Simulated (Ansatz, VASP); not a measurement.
One calculation of TaF3, two programs

INCAR

```
SYSTEM = TaF3
PREC = Accurate
ENCUT = 520
EDIFF = 1E-6
ISMEAR = 0
SIGMA = 0.15
LREAL = .False.
LASPH = .True.
NELM = 100
ALGO = Normal
ISIF = 2
LWAVE = .False.
LCHARG = .False.
GGA = PS
NBANDS = 24
```

Contents of KPOINTS:

```
Automatic mesh
0
Gamma
  12 12 12
  0 0 0
```

File POSCAR:

```
TaF3
1.0
    3.9012000000      0.0000000000      0.0000000000
    0.0000000000      3.9012000000      0.0000000000
    0.0000000000      0.0000000000      3.8426820000
Ta F
1 3
Direct
    0.0000000000      0.0000000000      0.0000000000
    0.5000000000      0.0000000000      0.0000000000
    0.0000000000      0.5000000000      0.0000000000
    0.0000000000      0.0000000000      0.5000000000
```

Input for Ansatz:

```yaml
crystal:
  lattice:
    - [3.9012, 0.0, 0.0]
    - [0.0, 3.9012, 0.0]
    - [0.0, 0.0, 3.842682]
  atoms:
    - { symbol: Ta, position: [0.0, 0.0, 0.0] }
    - { symbol: F, position: [0.5, 0.0, 0.0] }
    - { symbol: F, position: [0.0, 0.5, 0.0] }
    - { symbol: F, position: [0.0, 0.0, 0.5] }
basis:
  ecutwfc: 420
kpoints:
  mp_grid: { grid: [12, 12, 12] }
hamiltonian:
  xc: pbesol
scf:
  occupations: { method: gaussian, width: 0.15 }
output:
  forces: true
  stress: true
  eigenvalues: true
```

Change from the starting cell: strain +0.000 along x and y, -0.015 along z, atoms carried along.

Alike in both runs: task single point; functional PBEsol; k mesh 12 × 12 × 12; occupations gaussian, width 0.15 eV; no spin polarisation.

```csv
,VASP,Ansatz
version,VASP 6.6.1,Ansatz 0.2.0
potentials or method,"VASP PAW PBE potentials, release 64 (Ta_pv, F), cutoff 520 eV","scalar-relativistic, plane waves, PAW"
valence electrons in the cell,32,34
```

VASP gave:

- gap on the k mesh at the Fermi level (eV): none
- pressure (GPa): 24.2
- traceless stress, the component that is largest in VASP (GPa): 4.75

What did Ansatz give for the same quantities?

gap on the k mesh at the Fermi level (eV): none; pressure (GPa): 23.6; traceless stress, the component that is largest in VASP (GPa): 4.65.

VASP's potentials were made for PBE, not for PBEsol. A gap of «none» marks a metal or a gap that the smearing closes. The functional is the same, so the differences come from potentials, cutoffs and numerics. VASP's potentials hold 32 valence electrons a cell and Ansatz's 34, so a difference there can come from the potentials and not from the codes.

Spin-orbit coupling is off throughout.
